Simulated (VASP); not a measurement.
Write the native input for VASP 6.6.1 that does the following.

- Task: single point
- Functional: PBE
- Potentials or basis: VASP PAW PBE potentials, release 64 (Zr_sv, B)
- Cutoff: 520 eV
- k mesh: 12 × 12 × 12
- Occupations: gaussian, width 0.1 eV
- Spin: no spin polarisation
- Dipole correction: no
- Further INCAR settings: ALGO = Normal; EDIFF = 1e-06; NBANDS = 27

The structure of ZrB2 lies in POSCAR:

```
ZrB2
1.0
    1.9904796288      1.1492039495      5.3635697311
   -1.9904796288      1.1492039495      5.3635697311
    0.0000000000     -2.2984078990      5.3635697310
Zr B
2 4
Direct
    0.2449743596      0.2449743596      0.2449743596
    0.7550256404      0.7550256404      0.7550256404
    0.5000000000      0.5000000000      0.5000000000
    0.0000000000      0.0000000000      0.0000000000
    0.1005386766      0.1005386766      0.1005386766
    0.8994613234      0.8994613234      0.8994613234
```

One way to write it, as run:

INCAR

```
SYSTEM = ZrB2
PREC = Accurate
ENCUT = 520
EDIFF = 1E-6
ISMEAR = 0
SIGMA = 0.1
LREAL = .False.
LASPH = .True.
NELM = 100
ALGO = Normal
ISIF = 2
LWAVE = .False.
LCHARG = .True.
GGA = PE
LELF = .True.
LVHAR = .True.
NBANDS = 27
```

KPOINTS

```
Automatic mesh
0
Gamma
  12 12 12
  0 0 0
```

Potentials or basis: VASP PAW PBE potentials, release 64 (Zr_sv, B).

Launch:

```console
$ cat potpaw_PBE.64/Zr_sv/POTCAR potpaw_PBE.64/B/POTCAR > POTCAR
$ mpirun -np 1 vasp_std > vasp.out
```

Results of the run:

```
Pressure               : 0.1 GPa
Largest force          : 0.012 eV/Å
Band gap on the k mesh : zero (band 18 reaches 9.05 eV, above the bottom of band 19 at 7.99 eV)
```

It took 9.9 min on 1 thread of Intel(R) Xeon(R) Platinum 8259CL CPU @ 2.50GHz (Skylake/Cascade Lake) (shared host), peak memory 0.54 GiB.
